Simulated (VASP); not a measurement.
BN:

```
N B
1.0
     2.51479    0.00000    0.00000
    -1.25739    2.17787    0.00000
     0.00000    0.00000    6.67965
N B
2 2
Direct
  0.66667 0.33333 0.25000
  0.33333 0.66667 0.75000
  0.66667 0.33333 0.75000
  0.33333 0.66667 0.25000
```

Base run:

| Property | Result |
| --- | --- |
| Program | VASP 6.6.1 |
| Functional | r2SCAN |
| Dispersion | D4 |
| Potentials or basis | VASP PAW PBE potentials, release 64 (N, B) |
| Cutoff | 520 eV |
| k mesh | 12 × 12 × 4 |
| Occupations | fermi-dirac, width 0.05 eV |
| Spin | no spin polarisation |

Its results: band gap on the k mesh 4.86 eV, indirect (least direct gap 5.29 eV); pressure -4.3 GPa.

The run is repeated on the same cell with these changes: dispersion from D4 to none. What comes out?

Band gap on the k mesh 4.86 eV, indirect (least direct gap 5.29 eV); pressure -3.3 GPa.

Dispersion adds attraction, which lowers the pressure at fixed volume and, as a term added to the energy, leaves the levels alone.

Caveats: the PAW data sets were made with another functional, which shifts forces and pressure a little.

A k mesh can miss the band edges.
